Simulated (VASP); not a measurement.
# Li (P6_3/mmc) in VASP: notebook, part 2 of 2

VASP 6.6.1. The steps go on from the part before.

## Step 3: Single point, PBEsol (strain -0.0150 x Voigt [1, 1, 0, 0, 0, 0])

Contents of INCAR:

```
ALGO = Fast ; EDIFF = 1E-6
ENCUT = 520 ; GGA = PS
ISIF = 2 ; ISMEAR = 0
LASPH = True ; LCHARG = False
LREAL = False ; LWAVE = False
NBANDS = 10 ; NELM = 100
PREC = Accurate ; SIGMA = 0.15
```

Contents of KPOINTS:

```
k-points
0
Gamma
  18 18 10
```

Contents of POSCAR:

```
Li
1.0
    3.0643371193      0.0000000000      0.0000000000
   -1.5321685597      2.6537937911      0.0000000000
    0.0000000000      0.0000000000      5.0930000000
Li
2
Direct
    0.3333333333      0.6666666667      0.2500000000
    0.6666666667      0.3333333333      0.7500000000
```

Potentials or basis: VASP PAW PBE potentials, release 64 (Li_sv).

Started as:

```
$ cat potpaw_PBE.64/Li_sv/POTCAR > POTCAR
$ mpirun -np 1 vasp_std > vasp.out
```

OUTCAR:

```text
EDIFF = 1E-6
   ENCUT = 520
   GGA = PS
   ISIF = 2
   ISMEAR = 0
   LASPH = True
   LREAL = False
   NELM = 100
   PREC = Accurate

 ion  position               nearest neighbor table
   1  0.333  0.667  0.250-
   2  0.667  0.333  0.750-

  LATTYP: Found a hexagonal cell.
 ALAT       =     3.0643371193
 C/A-ratio  =     1.6620234007

  Lattice vectors:

 A1 = (   3.0643371193,   0.0000000000,   0.0000000000)
 A2 = (  -1.5321685597,   2.6537937911,   0.0000000000)
 A3 = (   0.0000000000,   0.0000000000,   5.0930000000)

Analysis of symmetry for initial positions (statically):
=====================================================================
 Subroutine PRICEL returns:
 Original cell was already a primitive cell.

 Routine SETGRP: Setting up the symmetry group for a
 hexagonal supercell.

 Subroutine GETGRP returns: Found 24 space group operations
 (whereof 12 operations were pure point group operations)
 out of a pool of 24 trial point group operations.

The static configuration has the point symmetry D_3d.
 The point group associated with its full space group is D_6h.

Analysis of symmetry for dynamics (positions and initial velocities):
=====================================================================
 Subroutine PRICEL returns:
 Original cell was already a primitive cell.

 Routine SETGRP: Setting up the symmetry group for a
 hexagonal supercell.

 Subroutine GETGRP returns: Found 24 space group operations
 (whereof 12 operations were pure point group operations)
 out of a pool of 24 trial point group operations.

The dynamic configuration has the point symmetry D_3d.
 The point group associated with its full space group is D_6h.

 Subroutine INISYM returns: Found 24 space group operations
 (whereof 12 operations are pure point group operations),
 and found     1 'primitive' translations
[... 118 lines left out ...]
  Thomas-Fermi vector in A             =   1.977214
   LORBIT       =      0    0 simple, 1 ext, 2 COOP (PROOUT), +10 PAW based schemes
   GGA     = PS    functional components
   LHFCALC =     F    Hartree Fock is set to
   AEXX    =    0.0000 exact exchange contribution
   IVDW    =     0    specifies the selected vdW correction
   LEPSILON=     F    determine dielectric tensor
   LRPA    =     F    only Hartree local field effects (RPA)
 non-spin polarized calculation
 RMM-DIIS sequential band-by-band and
 Gauss-broadening in eV      SIGMA  =   0.15
  energy-cutoff  :      520.00
  volume of cell :       41.42
 maximum number of plane-waves:      1132
 NGX is ok and might be reduce to    24
   NGX = 11   NGY = 11   NGZ = 19

 number of electron       5.9999991 magnetization

 Free energy of the ion-electron system (eV)
  ---------------------------------------------------
  ext. energy  EPLUGINS =         0.00000000
  ---------------------------------------------------
  free energy    TOTEN  =        -3.93951839 eV

  energy without entropy =       -3.92870811  energy(sigma->0) =       -3.93411325

 E-fermi :   0.5641     XC(G=0):  -6.9657

 val. band max:        0.5612468658   @ k =   0.5000  -0.0000   0.1000
 cond. band min:       0.5665587154   @ k =   0.2222   0.1111   0.3000
 fundamental gap:      0.0053118496
 Fermi energy:         0.5641248708

 k-point     1 :       0.0000    0.0000    0.0000
  band No.  band energies     occupation
      1     -45.3811      2.00000
      2     -45.3648      2.00000
      3      -2.9593      2.00000
      4       0.4676      1.63715
      5       3.2942      0.00000
      6      13.0616      0.00000
      7      13.0616      0.00000
      8      14.4056      0.00000
      9      14.4057      0.00000
     10      14.5406      0.00000
[... 287 lines left out ...]
 k-point    24 :       0.3889    0.1111    0.0000
  band No.  band energies     occupation
      1     -45.3633      2.00000
      2     -45.3580      2.00000
      3       0.2626      1.99552
      4       2.2583      0.00000
      5       4.6986      0.00000
      6       6.2010      0.00000
      7       7.1193      0.00000
      8       7.2456      0.00000
      9      10.1494      0.00000
     10      12.5228      0.00000

 [... further k-points ...]

------------------------ aborting loop because EDIFF is reached ----------------------------------------

  FORCE on cell =-STRESS in cart. coord.  units (eV):
  Direction    XX          YY          ZZ          XY          YZ          ZX
  --------------------------------------------------------------------------------------
  -------------------------------------------------------------------------------------
  Total       -0.0741525     -0.0741525     -0.1551257      0.0000000     -0.0000000      0.0000000
  in kB       -2.8685290     -2.8685290     -6.0009070      0.0000000     -0.0000000      0.0000000
  external PRESSURE =      -3.9126550 kB  Pullay stress =       0.0000000 kB

 VOLUME and BASIS-vectors are now :
 -----------------------------------------------------------------------------
  energy-cutoff  :      520.00
  volume of cell :       41.42
      direct lattice vectors                 reciprocal lattice vectors
     3.064337119  0.000000000  0.000000000     0.326334852  0.188409515  0.000000000
    -1.532168560  2.653793791  0.000000000     0.000000000  0.376819029  0.000000000
     0.000000000  0.000000000  5.093000000     0.000000000  0.000000000  0.196347929

 POSITION                                       TOTAL-FORCE (eV/Angst)
 -----------------------------------------------------------------------------------
     -0.00000      1.76920      1.27325         0.000000     -0.000000      0.000000
      1.53217      0.88460      3.81975        -0.000000      0.000000      0.000000
 -----------------------------------------------------------------------------------
    total drift:                                0.000000     -0.000000      0.000000

  FREE ENERGIE OF THE ION-ELECTRON SYSTEM (eV)
  ---------------------------------------------------
  free  energy   TOTEN  =        -3.9395183943 eV

  energy  without entropy=       -3.9287081093  energy(sigma->0) =       -3.93411325
```

OSZICAR:

```text
N       E                     dE             d eps       ncg     rms          rms(c)
DAV:   1     0.169247058716E+02    0.16925E+02   -0.32234E+03  4440   0.569E+02
DAV:   2    -0.140657246127E+01   -0.18331E+02   -0.17783E+02  5684   0.109E+02
DAV:   3    -0.389282157415E+01   -0.24862E+01   -0.24722E+01  7236   0.315E+01
DAV:   4    -0.394415277320E+01   -0.51331E-01   -0.51226E-01  5856   0.460E+00
DAV:   5    -0.394463080873E+01   -0.47804E-03   -0.47798E-03  5908   0.453E-01    0.510E-01
RMM:   6    -0.394097727153E+01    0.36535E-02   -0.69415E-04  6345   0.173E-01    0.301E-01
RMM:   7    -0.393934641272E+01    0.16309E-02   -0.27176E-03  6474   0.340E-01    0.311E-02
RMM:   8    -0.393945749408E+01   -0.11108E-03   -0.91691E-04  7559   0.178E-01    0.581E-03
RMM:   9    -0.393950241376E+01   -0.44920E-04   -0.34655E-04  7856   0.116E-01    0.964E-03
RMM:  10    -0.393951303224E+01   -0.10618E-04   -0.92212E-05  7697   0.568E-02    0.131E-02
RMM:  11    -0.393952312865E+01   -0.10096E-04   -0.45098E-05  7590   0.419E-02    0.343E-02
RMM:  12    -0.393952399449E+01   -0.86584E-06   -0.16105E-05  7222   0.254E-02    0.361E-02
RMM:  13    -0.393952535848E+01   -0.13640E-05   -0.55268E-06  6284   0.158E-02    0.400E-02
RMM:  14    -0.393952371977E+01    0.16387E-05   -0.17125E-06  5351   0.104E-02    0.369E-02
RMM:  15    -0.393951983397E+01    0.38858E-05   -0.83523E-07  5264   0.793E-03    0.255E-02
RMM:  16    -0.393951789782E+01    0.19362E-05   -0.12279E-06  4988   0.893E-03    0.126E-02
RMM:  17    -0.393951839426E+01   -0.49644E-06   -0.14631E-06  4615   0.964E-03
   1 F= -.39395184E+01 E0= -.39341133E+01  d E =-.108103E-01
```

Wall time 77 s (1 thread of Intel Xeon 6975P-C (Granite Rapids), shared host); peak memory 0.19 GiB.

What came out:

- Free energy: -3.9395 eV
- Band gap on the k mesh: zero (bands 3 and 4 overlap by 4.64 eV)

Caveat: the cell differs from its parent crystal (strain -0.0150 x Voigt [1, 1, 0, 0, 0, 0]); the cutoff is under 1.25 times the usual one of these potentials, so pressure, stress and relaxed cells hold a basis-set (Pulay) error; the PAW data sets were made with another functional, which shifts forces and pressure a little.

## Step 4: Single point, PBEsol (strain +0.0150 x Voigt [1, 1, 0, 0, 0, 0])

Contents of INCAR:

```
SYSTEM = Li
PREC = Accurate ; ENCUT = 520
EDIFF = 1E-6 ; ISMEAR = 0
SIGMA = 0.15 ; LREAL = .False.
LASPH = .True. ; NELM = 100
ALGO = Normal ; ISIF = 2
LWAVE = .False. ; LCHARG = .True.
GGA = PS ; LELF = .True.
LVHAR = .True. ; NBANDS = 10
```

Contents of KPOINTS:

```
regular mesh
0
Gamma
  18 18 10
  0 0 0
```

Contents of POSCAR:

```
Li
1.0
    3.1576671839      0.0000000000      0.0000000000
   -1.5788335919      2.7346199979      0.0000000000
    0.0000000000      0.0000000000      5.0930000000
Li
2
Direct
    0.3333333333      0.6666666667      0.2500000000
    0.6666666667      0.3333333333      0.7500000000
```

Started as:

```
$ cat potpaw_PBE.64/Li_sv/POTCAR > POTCAR
$ mpirun -np 1 vasp_std > vasp.out
```

It took 54 s on 1 thread of Intel Xeon 6975P-C (Granite Rapids), shared host; peak memory 0.2 GiB.

The run converged. Its results:

```yaml
Free_energy: -3.9293 eV
Band_gap_on_the_k_mesh: zero (bands 3 and 4 overlap by 4.39 eV)
```

Levels at points of the mesh, in eV from the Fermi level:
```tsv
k point	band 1	band 2	band 3	band 4	band 5	band 6
(0.00, 0.00, 0.00)	-46.06	-46.04	-3.45	0.08	2.77	11.65
(0.50, 0.00, 0.00)	-46.04	-46.04	-0.09	0.92	4.47	5.59
(0.00, 0.00, 0.50)	-46.05	-46.05	-2.35	-2.35	7.72	7.72
(0.50, 0.00, 0.50)	-46.04	-46.04	0.66	0.66	3.23	3.23
```

Caveat: the cell differs from its parent crystal (strain +0.0150 x Voigt [1, 1, 0, 0, 0, 0]); the cutoff is under 1.25 times the usual one of these potentials, so pressure, stress and relaxed cells hold a basis-set (Pulay) error; the PAW data sets were made with another functional, which shifts forces and pressure a little.

## Step 5: Single point, PBEsol (strain +0.0300 x Voigt [1, 1, 0, 0, 0, 0])

Contents of INCAR:

```
SYSTEM = Li
  PREC = Accurate
  ENCUT = 520
  EDIFF = 1E-7
  ISMEAR = 0
  SIGMA = 0.15
  LREAL = .FALSE.
  LASPH = .TRUE.
  NELM = 100
  ALGO = Normal
  ISIF = 2
  LWAVE = .FALSE.
  LCHARG = .FALSE.
  GGA = PS
  NBANDS = 10
```

Contents of KPOINTS:

```
regular mesh
0
G
  18 18 10
  0 0 0
```

Contents of POSCAR:

```
Li
1.0
    3.2043322161      0.0000000000      0.0000000000
   -1.6021661081      2.7750331013      0.0000000000
    0.0000000000      0.0000000000      5.0930000000
Li
2
Direct
    0.3333333333      0.6666666667      0.2500000000
    0.6666666667      0.3333333333      0.7500000000
```

Potentials or basis: VASP PAW PBE potentials, release 64 (Li_sv).

Started as:

```
$ cat potpaw_PBE.64/Li_sv/POTCAR > POTCAR
$ mpirun -np 1 vasp_std > vasp.out
```

OUTCAR:

```text
SYSTEM = Li
   PREC = Accurate
   ENCUT = 520
   EDIFF = 1E-7
   ISMEAR = 0
   LREAL = .FALSE.
   LASPH = .TRUE.
   NELM = 100
   ISIF = 2
   GGA = PS

 ion  position               nearest neighbor table
   1  0.333  0.667  0.250-
   2  0.667  0.333  0.750-

  LATTYP: Found a hexagonal cell.
 ALAT       =     3.2043322161
 C/A-ratio  =     1.5894107279

  Lattice vectors:

 A1 = (   3.2043322161,   0.0000000000,   0.0000000000)
 A2 = (  -1.6021661081,   2.7750331013,   0.0000000000)
 A3 = (   0.0000000000,   0.0000000000,   5.0930000000)

Analysis of symmetry for initial positions (statically):
=====================================================================
 Subroutine PRICEL returns:
 Original cell was already a primitive cell.

 Routine SETGRP: Setting up the symmetry group for a
 hexagonal supercell.

 Subroutine GETGRP returns: Found 24 space group operations
 (whereof 12 operations were pure point group operations)
 out of a pool of 24 trial point group operations.

The static configuration has the point symmetry D_3d.
 The point group associated with its full space group is D_6h.

Analysis of symmetry for dynamics (positions and initial velocities):
=====================================================================
 Subroutine PRICEL returns:
 Original cell was already a primitive cell.

 Routine SETGRP: Setting up the symmetry group for a
 hexagonal supercell.

 Subroutine GETGRP returns: Found 24 space group operations
 (whereof 12 operations were pure point group operations)
 out of a pool of 24 trial point group operations.

The dynamic configuration has the point symmetry D_3d.
 The point group associated with its full space group is D_6h.

 Subroutine INISYM returns: Found 24 space group operations
 (whereof 12 operations are pure point group operations),
 and found     1 'primitive' translations

----------------------------------------------------------------------------------------

[... 119 lines left out ...]
   AEXX    =    0.0000 exact exchange contribution
   IVDW    =     0    specifies the selected vdW correction
   LEPSILON=     F    determine dielectric tensor
   LRPA    =     F    only Hartree local field effects (RPA)
 non-spin polarized calculation
 Gauss-broadening in eV      SIGMA  =   0.15
  energy-cutoff  :      520.00
  volume of cell :       45.29
 maximum number of plane-waves:      1248
 NGX is ok and might be reduce to    24
   NGX = 11   NGY = 11   NGZ = 19

 number of electron       6.0000023 magnetization

 Free energy of the ion-electron system (eV)
  ---------------------------------------------------
  ext. energy  EPLUGINS =         0.00000000
  ---------------------------------------------------
  free energy    TOTEN  =        -3.91908641 eV

  energy without entropy =       -3.90735807  energy(sigma->0) =       -3.91322224

 E-fermi :   0.3396     XC(G=0):  -6.7531

 val. band max:        0.3261374177   @ k =   0.1667   0.0556   0.2000
 cond. band min:       0.3564643215   @ k =   0.1667   0.1667   0.3000
 fundamental gap:      0.0303269038
 Fermi energy:         0.3396243405

 k-point     1 :       0.0000    0.0000    0.0000
  band No.  band energies     occupation
      1     -45.7729      2.00000
      2     -45.7594      2.00000
      3      -3.0746      2.00000
      4       0.5004      0.12953
      5       3.1339      0.00000
      6      11.5885      0.00000
      7      11.5886      0.00000
      8      12.9471      0.00000
      9      12.9472      0.00000
     10      14.1401      0.00000
[... 287 lines left out ...]
 k-point    24 :       0.3889    0.1111    0.0000
  band No.  band energies     occupation
      1     -45.7612      2.00000
      2     -45.7569      2.00000
      3      -0.0408      1.99967
      4       1.8236      0.00000
      5       4.3417      0.00000
      6       5.6427      0.00000
      7       6.4979      0.00000
      8       6.7103      0.00000
      9       9.2186      0.00000
     10      11.5708      0.00000

 [... further k-points ...]

------------------------ aborting loop because EDIFF is reached ----------------------------------------

  FORCE on cell =-STRESS in cart. coord.  units (eV):
  Direction    XX          YY          ZZ          XY          YZ          ZX
  --------------------------------------------------------------------------------------
  -------------------------------------------------------------------------------------
  Total       -0.4386764     -0.4386764     -0.2758574      0.0000000      0.0000000     -0.0000000
  in kB      -15.5194199    -15.5194199     -9.7592347      0.0000000      0.0000000     -0.0000000
  external PRESSURE =     -13.5993582 kB  Pullay stress =       0.0000000 kB

 VOLUME and BASIS-vectors are now :
 -----------------------------------------------------------------------------
  energy-cutoff  :      520.00
  volume of cell :       45.29
      direct lattice vectors                 reciprocal lattice vectors
     3.204332216  0.000000000  0.000000000     0.312077504  0.180178031  0.000000000
    -1.602166108  2.775033101  0.000000000     0.000000000  0.360356062  0.000000000
     0.000000000  0.000000000  5.093000000     0.000000000  0.000000000  0.196347929

 POSITION                                       TOTAL-FORCE (eV/Angst)
 -----------------------------------------------------------------------------------
     -0.00000      1.85002      1.27325        -0.000000      0.000000      0.000000
      1.60217      0.92501      3.81975         0.000000     -0.000000      0.000000
 -----------------------------------------------------------------------------------
    total drift:                                0.000000     -0.000000      0.000000

  FREE ENERGIE OF THE ION-ELECTRON SYSTEM (eV)
  ---------------------------------------------------
  free  energy   TOTEN  =        -3.9190864060 eV

  energy  without entropy=       -3.9073580747  energy(sigma->0) =       -3.91322224
```

stdout:

```text
POSCAR found type information on POSCAR Li
 POSCAR found :  1 types and       2 ions
 scaLAPACK will be used
 -----------------------------------------------------------------------------
|                                                                             |
|                                                                             |
|     You enforced a specific xc type in the INCAR file but a different       |
|     I HOPE YOU KNOW WHAT YOU ARE DOING!                                     |
|                                                                             |
 -----------------------------------------------------------------------------

 LDA part: xc-table for (Slater+PW92), standard interpolation
 POSCAR, INCAR and KPOINTS ok, starting setup
 FFT: planning ... GRIDC
 FFT: planning ... GRID_SOFT
 FFT: planning ... GRID
 WAVECAR not read
 entering main loop
```

It took 46 s on 1 thread of Intel Xeon 6975P-C (Granite Rapids), shared host; peak memory 0.2 GiB.

Results:

```yaml
Free_energy: -3.9191 eV
Band_gap_on_the_k_mesh: zero (bands 3 and 4 overlap by 4.27 eV)
```

Caveat: the cell differs from its parent crystal (strain +0.0300 x Voigt [1, 1, 0, 0, 0, 0]); the cutoff is under 1.25 times the usual one of these potentials, so pressure, stress and relaxed cells hold a basis-set (Pulay) error; the PAW data sets were made with another functional, which shifts forces and pressure a little.

## Step 6: Single point, PBEsol (strain +0.0450 x Voigt [1, 1, 0, 0, 0, 0])

Contents of INCAR:

```
SYSTEM = Li
PREC = Accurate
ENCUT = 520
EDIFF = 1E-6
ISMEAR = 0
SIGMA = 0.15
LREAL = .False.
LASPH = .True.
NELM = 80
ALGO = Fast
ISIF = 2
LWAVE = .False.
LCHARG = .True.
GGA = PS
LELF = .True.
LVHAR = .True.
NBANDS = 10
```

Contents of KPOINTS:

```
Automatic mesh
0
Gamma
  18 18 10
  0 0 0
```

Contents of POSCAR:

```
Li
1.0
    3.2509972484      0.0000000000      0.0000000000
   -1.6254986242      2.8154462048      0.0000000000
    0.0000000000      0.0000000000      5.0930000000
Li
2
Direct
    0.3333333333      0.6666666667      0.2500000000
    0.6666666667      0.3333333333      0.7500000000
```

Potentials or basis: VASP PAW PBE potentials, release 64 (Li_sv).

Started as:

```
$ cat potpaw_PBE.64/Li_sv/POTCAR > POTCAR
$ mpirun -np 1 vasp_std > vasp.out
```

It took 74 s on 1 thread of Intel Xeon 6975P-C (Granite Rapids), shared host; peak memory 0.2 GiB.

The run converged. Its results:

* Free energy: -3.9059 eV
* Band gap on the k mesh: zero (bands 3 and 4 overlap by 4.16 eV)

Levels at points of the mesh, in eV from the Fermi level:
| k point | band 1 | band 2 | band 3 | band 4 | band 5 | band 6 |
| --- | --- | --- | --- | --- | --- | --- |
| (0.00, 0.00, 0.00) | -46.17 | -46.16 | -3.38 | 0.24 | 2.82 | 10.87 |
| (0.50, 0.00, 0.00) | -46.16 | -46.15 | -0.13 | 0.80 | 4.35 | 5.48 |
| (0.00, 0.00, 0.50) | -46.16 | -46.16 | -2.26 | -2.26 | 7.84 | 7.84 |
| (0.50, 0.00, 0.50) | -46.16 | -46.16 | 0.63 | 0.63 | 3.01 | 3.01 |

Caveat: the cell differs from its parent crystal (strain +0.0450 x Voigt [1, 1, 0, 0, 0, 0]); the cutoff is under 1.25 times the usual one of these potentials, so pressure, stress and relaxed cells hold a basis-set (Pulay) error; the PAW data sets were made with another functional, which shifts forces and pressure a little.

## Step 7: The runs side by side

```csv
cell,gap on the mesh (eV)
"a = 3.018, b = 3.018, c = 5.093 Å, angles 90.0, 90.0, 120.0°, 2 atoms",none
"a = 3.064, b = 3.064, c = 5.093 Å, angles 90.0, 90.0, 120.0°, 2 atoms",none
"a = 3.158, b = 3.158, c = 5.093 Å, angles 90.0, 90.0, 120.0°, 2 atoms",none
"a = 3.204, b = 3.204, c = 5.093 Å, angles 90.0, 90.0, 120.0°, 2 atoms",none
"a = 3.251, b = 3.251, c = 5.093 Å, angles 90.0, 90.0, 120.0°, 2 atoms",none
```

Alike in all rows: task single point; level PBEsol; potentials or basis VASP PAW PBE potentials, release 64 (Li_sv); no spin polarisation; k mesh 18 × 18 × 10; cutoff (eV) 520; smearing gaussian 0.15 eV.

Caveats: the cutoff is under 1.25 times the usual one of these potentials, so pressure, stress and relaxed cells hold a basis-set (Pulay) error; the PAW data sets were made with another functional, which shifts forces and pressure a little.

Total energies depend on the potentials used, so only differences within one code and one set of settings carry meaning.

The gap in the log of VASP goes by the Fermi energy; the results here count the filled bands.